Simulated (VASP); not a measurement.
Sc, 3 atoms in the cell. The structure is hexagonal, space group P6/mmm (No. 191). The conventional cell has a = 5.273 Å, b = 5.273 Å, c = 3.303 Å, α = 90.00°, β = 90.00°, γ = 120.00°. Sc (site symmetry 6/mmm) has 14 Sc at 3.30 to 3.46 Å within 4.3 Å. Within 4.0 Å of Sc (site symmetry -6m2) lie 11 Sc at 3.04 to 3.46 Å. This isn't the form of Sc at room conditions, which is hcp.

* Program: VASP 6.6.1
* Task: single point
* Functional: PBE
* Potentials or basis: VASP PAW PBE potentials, release 64 (Sc_sv)
* Cutoff: 520 eV
* k mesh: 8 × 8 × 11
* Occupations: fermi-dirac, width 0.1 eV
* Spin: no spin polarisation
* Dipole correction: no
* Further INCAR settings: ALGO = Normal; EDIFF = 1e-06; NBANDS = 24

Potentials or basis: VASP PAW PBE potentials, release 64 (Sc_sv).

Command:

```sh
$ cat potpaw_PBE.64/Sc_sv/POTCAR > POTCAR
$ mpirun -np 1 vasp_std > vasp.out
```

Hardware: 1 thread of Intel Xeon 8259CL, with other jobs on the host.

How long does it take, and how much memory?

Wall time 2.8 min on 1 thread of Intel Xeon 8259CL (shared host), peak memory 0.25 GiB. Counts: scf iterations 14, k points 60.
